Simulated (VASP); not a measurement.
# HfO2: relaxation of cell and atoms with PBE+D3(BJ)

HfO2:

```
Hf O
1.0
     3.61685    0.00000    0.00000
     1.80843    3.13228    0.00000
     1.80843    1.04409    2.95315
Hf O
1 2
Direct
  0.00000 0.00000 0.00000
  0.25000 0.25000 0.25000
  0.75000 0.75000 0.75000
```

```json
{
 "Program": "VASP 6.6.1",
 "Task": "relaxation of cell and atoms",
 "Functional": "PBE",
 "Dispersion": "D3(BJ)",
 "Potentials or basis": "VASP PAW PBE potentials, release 64 (Hf_pv, O)",
 "Cutoff": "600 eV",
 "k mesh": "6 × 6 × 6",
 "Occupations": "gaussian, width 0.01 eV",
 "Spin": "no spin polarisation",
 "Dipole correction": "no",
 "Further INCAR settings": "ALGO = Normal; EDIFF = 1e-06; IBRION = 2; EDIFFG = -0.02; NSW = 100; ISIF = 3"
}
```

```
Relaxed volume                         : 10.71 Å³/atom
Relaxed cell                           : a = 3.569 Å, b = 3.569 Å, c = 3.569 Å, α = 60.00°, β = 60.00°, γ = 60.00°
Space group after relaxing (to 0.05 Å) : Fm-3m (No. 225)
Energy gained by relaxing              : 14.1 meV/atom
Ionic steps                            : 3
Pressure after relaxing                : -0.1 GPa
Band gap on the k mesh                 : 3.84 eV, direct
Dispersion energy per atom             : -0.243 eV
```

Step by step:
| step | energy change (eV) | largest force (eV/Å) | pressure (GPa) | volume (Å³) |
| --- | --- | --- | --- | --- |
| 1 | 0.0000 | 0.0000 | -9.76 | 33.46 |
| 2 | 0.0527 | 0.0000 | 17.48 | 30.27 |
| 3 | -0.0424 | 0.0000 | -0.12 | 32.13 |

Final structure:
```
Hf O
1.0
     3.56855    0.00000    0.00000
     1.78427    3.09045    0.00000
     1.78427    1.03015    2.91371
Hf O
1 2
Direct
  0.00000 0.00000 0.00000
  0.25000 0.25000 0.25000
  0.75000 0.75000 0.75000
```

Levels at points of the mesh, in eV from the valence-band top:
```csv
k point,band 8,band 9,band 10,band 11,band 12,band 13,band 14,band 15
"(0.00, 0.00, 0.00)",-5.43,-0.61,-0.61,-0.61,3.92,3.92,5.95,10.60
"(0.50, 0.00, 0.00)",-3.06,-2.76,-1.85,-1.85,4.66,4.66,7.12,9.11
"(0.50, 0.50, 0.00)",-3.49,-1.55,-1.55,0.00,3.84,5.58,6.76,8.29
```

It took 60 s on 1 thread of AMD EPYC 7R43 64-Core Processor (Zen 3) (shared host), peak memory 0.15 GiB.

Caveat: spin-orbit coupling is left out, which moves the levels of the heavy elements. A k mesh can miss the band edges.
